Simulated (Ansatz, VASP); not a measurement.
# Two plane-wave programs on Hf3Ti

INCAR

```
PREC     = Accurate       # precision mode
ENCUT    = 600            # plane-wave cutoff, eV
EDIFF    = 1E-7           # SCF threshold, eV
ISMEAR   = 0              # smearing method
SIGMA    = 0.1            # smearing width, eV
LREAL    = F              # projectors in reciprocal space
LASPH    = T              # aspherical terms in the spheres
NELM     = 100            # most SCF steps
ALGO     = Fast           # electronic algorithm
ISIF     = 3              # what is computed and relaxed
LWAVE    = F              # write WAVECAR
LCHARG   = F              # write CHGCAR
GGA      = PE             # functional
IBRION   = 2              # ionic algorithm
NSW      = 100            # ionic steps
EDIFFG   = -0.01          # ionic threshold
```

File KPOINTS:

```
regular mesh
0
Gamma
  10 10 10
```

The input POSCAR:

```
Hf3Ti
1.0
    4.4015322244      0.0000000000      0.0000000000
    0.0000000000      4.4015322244      0.0000000000
    0.0000000000      0.0000000000      4.4015322244
Hf Ti
3 1
Direct
    0.0000000000      0.5000000000      0.5000000000
    0.5000000000      0.0000000000      0.5000000000
    0.5000000000      0.5000000000      0.0000000000
    0.0000000000      0.0000000000      0.0000000000
```

Input for Ansatz:

```yaml
crystal:
  lattice:
    - [4.4015322244, 0.0, 0.0]
    - [0.0, 4.4015322244, 0.0]
    - [0.0, 0.0, 4.4015322244]
  atoms:
    - { symbol: Hf, position: [0.0, 0.5, 0.5] }
    - { symbol: Hf, position: [0.5, 0.0, 0.5] }
    - { symbol: Hf, position: [0.5, 0.5, 0.0] }
    - { symbol: Ti, position: [0.0, 0.0, 0.0] }
basis:
  ecutwfc: 420
kpoints:
  mp_grid: { grid: [10, 10, 10] }
hamiltonian:
  xc: pbe
scf:
  occupations: { method: gaussian, width: 0.1 }
output:
  forces: true
  stress: true
  eigenvalues: true
  write_density: true
  write_potential: true
  elf: true
  volumetric_format: npy
relax:
  adjacent_minimum: "off"
  f_tol: 0.01
  max_steps: 80
  cell: { stress_tol: 0.05 }
```

Alike in both runs: task relaxation of cell and atoms; functional PBE; k mesh 10 × 10 × 10; occupations gaussian, width 0.1 eV; no spin polarisation.

|  | VASP | Ansatz |
| --- | --- | --- |
| version | VASP 6.6.1 | Ansatz 0.2.0 |
| potentials or method | VASP PAW PBE potentials, release 64 (Hf_pv, Ti_sv), cutoff 600 eV | scalar-relativistic, plane waves, PAW |
| valence electrons in the cell | 42 | 90 |

```tsv
	VASP	Ansatz	Ansatz less VASP
gap on the k mesh at the Fermi level, each at its own relaxed structure (eV)	none	none	-
relaxed volume (Å³/atom)	21.20	21.28	+0.078
relaxed cell length with the largest relative difference (Å)	4.393	4.399	+0.0054
```

A gap of «none» marks a metal or a gap that the smearing closes. VASP's potentials hold 42 valence electrons a cell and Ansatz's 90, so a difference there can come from the potentials and not from the codes. Ansatz's warnings: eigensolver not converged, forces off the residual converged image.

Spin-orbit coupling is off throughout. Noted on VASP's run: too few bands were computed for a metal, which touches its energy and stress.
